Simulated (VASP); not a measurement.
**LiCl: single point with LDA**

LiCl:

```
CELL_PARAMETERS angstrom
0.00000 2.73304 2.73304
2.73304 0.00000 2.73304
2.73304 2.73304 0.00000
ATOMIC_POSITIONS crystal
Li 0.00000 0.00000 0.00000
Cl 0.25000 0.25000 0.25000
```

| Item | Value |
| --- | --- |
| Program | VASP 6.6.1 |
| Task | single point |
| Functional | LDA |
| Potentials or basis | VASP PAW LDA potentials, release 64 (Li_sv, Cl) |
| Cutoff | 520 eV |
| k mesh | 4 × 4 × 4 |
| Occupations | gaussian, width 0.01 eV |
| Spin | no spin polarisation |
| Dipole correction | no |
| Further INCAR settings | ALGO = Normal; EDIFF = 1e-06; NBANDS = 12 |

```
Band gap on the k mesh : 5.64 eV, direct
```

Levels at points of the mesh, in eV from the valence-band top:
| k point | band 3 | band 4 | band 5 | band 6 | band 7 | band 8 |
| --- | --- | --- | --- | --- | --- | --- |
| (0.00, 0.00, 0.00) | 0.00 | 0.00 | 0.00 | 5.64 | 9.88 | 9.88 |
| (0.50, 0.00, 0.00) | -2.12 | -0.30 | -0.30 | 8.03 | 10.05 | 10.05 |
| (0.50, 0.50, 0.00) | -1.71 | -0.88 | -0.88 | 6.24 | 9.37 | 13.13 |

Wall time 2.4 s on 1 thread of Intel(R) Xeon(R) 6975P-C (Granite Rapids), with other jobs on the host, peak memory 0.13 GiB.

Caveat: the k points lie up to 0.50 Å⁻¹ apart. A hybrid or GW would open this gap; LDA tends to underestimate it.
